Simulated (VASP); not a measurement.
Write the native input for VASP 6.6.1 that does the following.

```yaml
Task: single point
Functional: PBE
Potentials_or_basis: VASP PAW PBE potentials, release 64 (Be, Re_sv_GW, H)
Cutoff: 600 eV
k_mesh: 6 × 6 × 4
Occupations: gaussian, width 0.1 eV
Spin: no spin polarisation
Dipole_correction: no
Second_run: valence_matched
Further_INCAR_settings: ALGO = Normal; EDIFF = 1e-06; NBANDS = 19
```

The structure of Be3ReH lies in POSCAR:

```
Be3ReH
1.0
    2.6149580529      0.0000000000      0.0000000000
    0.0000000000      2.6149580529      0.0000000000
    0.0000000000      0.0000000000      7.3493774558
Be Re H
3 1 1
Direct
    0.0000000000      0.0000000000      0.5000000000
    0.5000000000      0.5000000000      0.6669504067
    0.5000000000      0.5000000000      0.3330495933
    0.5000000000      0.5000000000      0.0000000000
    0.0000000000      0.0000000000      0.0000000000
```

The input as run:

INCAR

```
SYSTEM = Be3ReH
  ALGO = Normal
  EDIFF = 1E-6
  ENCUT = 600
  GGA = PE
  GGA_COMPAT = .False.
  ISIF = 2
  ISMEAR = 0
  LASPH = .True.
  LCHARG = .True.
  LELF = .True.
  LREAL = .False.
  LVHAR = .True.
  LWAVE = .False.
  NBANDS = 19
  NELM = 120
  PREC = Accurate
  SIGMA = 0.1
```

KPOINTS

```
k-points
0
Gamma
  6 6 4
  0 0 0
```

Potentials or basis: VASP PAW PBE potentials, release 64 (Be, Re_sv_GW, H).

The run is started by

```sh
$ cat potpaw_PBE.64/Be/POTCAR potpaw_PBE.64/Re_sv_GW/POTCAR potpaw_PBE.64/H/POTCAR > POTCAR
$ mpirun -np 1 vasp_std > vasp.out
```

Results of the run:

| Item | Value |
| --- | --- |
| Pressure | -0.1 GPa |
| Largest force | 0.005 eV/Å |
| Band gap on the k mesh | zero (band 11 reaches 8.11 eV, above the bottom of band 12 at 5.57 eV) |

Caveat: the k points lie up to 0.40 Å⁻¹ apart; spin-orbit coupling is left out, which moves the levels of the heavy elements.

Run time: 37 s on 1 thread of Intel(R) Xeon(R) Platinum 8259CL CPU @ 2.50GHz (Skylake/Cascade Lake) (shared host), peak memory 0.2 GiB.
